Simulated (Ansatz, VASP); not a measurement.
Ag in VASP and in Ansatz

Contents of INCAR:

```
PREC     = Accurate       # precision mode
ENCUT    = 520            # plane-wave cutoff, eV
EDIFF    = 1E-7           # SCF threshold, eV
ISMEAR   = -1             # smearing method
SIGMA    = 0.1            # smearing width, eV
LREAL    = False          # projectors in reciprocal space
LASPH    = True           # aspherical terms in the spheres
NELM     = 80             # most SCF steps
ALGO     = Normal         # electronic algorithm
ISIF     = 2              # what is computed and relaxed
LWAVE    = False          # write WAVECAR
LCHARG   = False          # write CHGCAR
GGA      = CA             # functional
NBANDS   = 12             # bands
```

File KPOINTS:

```
Automatic mesh
0
Gamma
  16 16 16
```

The input POSCAR:

```
Ag
1.0
    2.4154801751      0.0000000000      0.0000000000
    0.0000000000      2.4154801751      0.0000000000
    0.0000000000      0.0000000000      2.4154801751
Ag
1
Direct
    0.0000000000      0.0000000000      0.0000000000
```

Input for Ansatz:

```yaml
crystal:
  lattice:
    - [2.4154801751, 0.0, 0.0]
    - [0.0, 2.4154801751, 0.0]
    - [0.0, 0.0, 2.4154801751]
  atoms:
    - { symbol: Ag, position: [0.0, 0.0, 0.0] }
kpoints:
  mp_grid: { grid: [16, 16, 16] }
scf:
  occupations: { method: fermi_dirac, width: 0.1 }
hamiltonian:
  xc: lda
  pseudopotentials: { kind: all_electron, lapw: { basis_error: 0.001 } }
output:
  forces: true
  stress: true
  eigenvalues: true
  populations: true
```

Change from the starting cell: volume scaled by 0.76, LAPW.

Alike in both runs: task single point; functional LDA; k mesh 16 × 16 × 16; occupations fermi-dirac, width 0.1 eV; no spin polarisation.

|  | VASP | Ansatz |
| --- | --- | --- |
| version | VASP 6.6.1 | Ansatz 0.2.0 |
| potentials or method | VASP PAW LDA potentials, release 64 (Ag), cutoff 520 eV | all-electron LAPW, scalar-relativistic |

Ansatz gave:

- pressure (GPa): 61.1

Which values does VASP return?

Pressure (GPa): 60.8.

LDA's correlation is that of Perdew and Zunger in VASP and of Perdew and Wang (1992) in Ansatz. Both programs put the cell under a high pressure, so it lies far from rest at this level. Ansatz ran all-electron here, and VASP with PAW potentials.

Noted on VASP's run: the cell as given lies far from equilibrium.
